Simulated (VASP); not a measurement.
Here is a VASP 6.6.1 calculation.

File INCAR:

```
SYSTEM = Ti
PREC = Accurate
ENCUT = 600
EDIFF = 1E-6
ISMEAR = -1
SIGMA = 0.1
LREAL = .FALSE.
LASPH = .TRUE.
NELM = 80
ALGO = Normal
ISIF = 3
LWAVE = .FALSE.
LCHARG = .FALSE.
GGA = PS
IBRION = 2
NSW = 80
EDIFFG = -0.02
```

KPOINTS

```
Automatic mesh
0
G
  18 18 10
  0 0 0
```

File POSCAR:

```
Ti
1.0
    2.9500000000      0.0000000000      0.0000000000
   -1.4750000000      2.5547700000      0.0000000000
    0.0000000000      0.0000000000      4.6800000000
Ti
2
Direct
    0.3333333333      0.6666666667      0.2500000000
    0.6666666667      0.3333333333      0.7500000000
```

Potentials or basis: VASP PAW PBE potentials, release 64 (Ti_sv).

Launch:

```bash
$ cat potpaw_PBE.64/Ti_sv/POTCAR > POTCAR
$ mpirun -np 1 vasp_std > vasp.out
```

(1) Predict the relaxed volume.

(2) What does it give for the relaxed cell?

Results:

(1) 16.70 Å³/atom.

(2) a = 2.898 Å, b = 2.898 Å, c = 4.593 Å, α = 90.00°, β = 90.00°, γ = 120.00°.

Caveat: the PAW data sets were made with another functional, which shifts forces and pressure a little.
